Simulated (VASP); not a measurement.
A run of VASP 6.6.1:

The input INCAR:

```
ALGO = Normal ; EDIFF = 1E-6
ENCUT = 600 ; GGA = PE
GGA_COMPAT = F ; ISIF = 2
ISMEAR = 1 ; LASPH = T
LCHARG = F ; LREAL = F
LWAVE = F ; NBANDS = 18
NELM = 120 ; PREC = Accurate
SIGMA = 0.1
```

File KPOINTS:

```
k-points
0
Gamma
  5 5 6
```

The input POSCAR:

```
MgBe3
1.0
    5.4676020000      0.0000000000      0.0000000000
   -2.7338010000      4.7350830000      0.0000000000
    0.0000000000      0.0000000000      3.6278910000
Mg Be
2 6
Direct
    0.3333333333      0.6666666667      0.7500000000
    0.6666666667      0.3333333333      0.2500000000
    0.2632940000      0.1316470000      0.7500000000
    0.8683530000      0.7367060000      0.7500000000
    0.8683530000      0.1316470000      0.7500000000
    0.1316470000      0.8683530000      0.2500000000
    0.1316470000      0.2632940000      0.2500000000
    0.7367060000      0.8683530000      0.2500000000
```

Potentials or basis: VASP PAW PBE potentials, release 64 (Mg, Be).

Launch:

```bash
$ cat potpaw_PBE.64/Mg/POTCAR potpaw_PBE.64/Be/POTCAR > POTCAR
$ mpirun -np 1 vasp_std > vasp.out
```

Hardware: 1 thread of Intel Xeon 8259CL (shared host).

How long does it take, and how much memory?

Run time: 52 s on 1 thread of Intel Xeon 8259CL, on a shared host, peak memory 0.26 GiB. Counts: scf iterations 13, k points 20.
